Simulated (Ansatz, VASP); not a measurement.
One calculation of TlSn, two programs

```
Tl Sn
1.0
     3.61473    0.00000    0.00000
     0.00000    3.61473    0.00000
     0.00000    0.00000    4.28750
Tl Sn
1 1
Direct
  0.00000 0.00000 0.00000
  0.50000 0.50000 0.50000
```

Change from the starting cell: zz strain of -2 %, PAW files.

Alike in both runs: task electric field gradients; functional LDA; k mesh 9 × 9 × 8; occupations fermi-dirac, width 0.08 eV; no spin polarisation.

|  | VASP | Ansatz |
| --- | --- | --- |
| version | VASP 6.6.1 | Ansatz 0.2.0 |
| potentials or method | VASP PAW LDA potentials, release 64 (Tl_d, Sn_d) | PAW with Ansatz's default frozen-core files, scalar-relativistic |
| plane-wave cutoff (eV) | 520 | 420 |
| valence electrons in the cell | 27 | 27 |

|  | VASP | Ansatz | Ansatz less VASP |
| --- | --- | --- | --- |
| pressure (GPa) | -2.5 | -2.6 | -0.03 |
| traceless stress, the component that is largest in VASP (GPa) | 0.57 | 0.57 | -0.001 |
| size of Vzz on the site where it differs most (V/Å²) | 15.3 | 14.2 | -1.06 |

LDA's correlation is that of Perdew and Zunger in VASP and of Perdew and Wang (1992) in Ansatz.

Neither program's run includes spin-orbit coupling.
